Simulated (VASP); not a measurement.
Wanted: the native input for a VASP 6.6.1 run.

| Property | Result |
| --- | --- |
| Task | single point |
| Functional | r2SCAN |
| Potentials or basis | VASP PAW PBE potentials, release 64 (Mo_sv) |
| Cutoff | 520 eV |
| k mesh | 24 × 24 × 20 |
| Occupations | gaussian, width 0.15 eV |
| Spin | no spin polarisation |
| Dipole correction | no |
| Further INCAR settings | ALGO = Normal; EDIFF = 1e-06; NBANDS = 13 |

The system is Mo.

```
CELL_PARAMETERS angstrom
2.88779 0.00000 0.00000
-1.44389 2.50090 0.00000
0.00000 0.00000 2.29281
ATOMIC_POSITIONS crystal
Mo 0.00000 0.00000 0.50000
```

This isn't the form of Mo at room conditions, which is bcc.

This cell differs from its parent crystal: ratio of the length along z to the lengths across it x 0.85, volume and fractional coordinates fixed.

One way to write it, as run:

POSCAR

```
Mo
1.0
    2.8877885796      0.0000000000      0.0000000000
   -1.4438942898      2.5008982707      0.0000000000
    0.0000000000      0.0000000000      2.2928073694
Mo
1
Direct
    0.0000000000      0.0000000000      0.5000000000
```

INCAR.step1

```
SYSTEM = Mo
PREC = Accurate
ENCUT = 520
ISMEAR = 0
SIGMA = 0.15
LREAL = .False.
LASPH = .True.
NELM = 80
NBANDS = 13
GGA = PE
ALGO = Normal
EDIFF = 1E-4
LWAVE = .True.
LCHARG = .False.
```

INCAR.step2

```
SYSTEM = Mo
PREC = Accurate
ENCUT = 520
EDIFF = 1E-6
ISMEAR = 0
SIGMA = 0.15
LREAL = .False.
LASPH = .True.
NELM = 80
ALGO = Normal
ISIF = 2
LWAVE = .False.
LCHARG = .False.
METAGGA = R2SCAN
LMIXTAU = .True.
NBANDS = 13
ISTART = 1
```

KPOINTS

```
Automatic mesh
0
Gamma
  24 24 20
  0 0 0
```

Potentials or basis: VASP PAW PBE potentials, release 64 (Mo_sv).

Command:

```console
$ cat potpaw_PBE.64/Mo_sv/POTCAR > POTCAR
$ cp INCAR.step1 INCAR
$ mpirun -np 1 vasp_std > vasp.out
$ cp INCAR.step2 INCAR
$ mpirun -np 1 vasp_std > vasp.out
```

It gave:

```yaml
Pressure: 8.5 GPa
Band_gap_on_the_k_mesh: zero (bands 7 and 8 overlap by 1.88 eV)
```

Caveat: the stress differs along the axes, from -7 to 40 GPa; the PAW data sets were made with another functional, which shifts forces and pressure a little.

Wall time 4.7 min on 1 thread of Intel(R) Xeon(R) Platinum 8259CL CPU @ 2.50GHz (Skylake/Cascade Lake), on a shared host, peak memory 0.25 GiB.
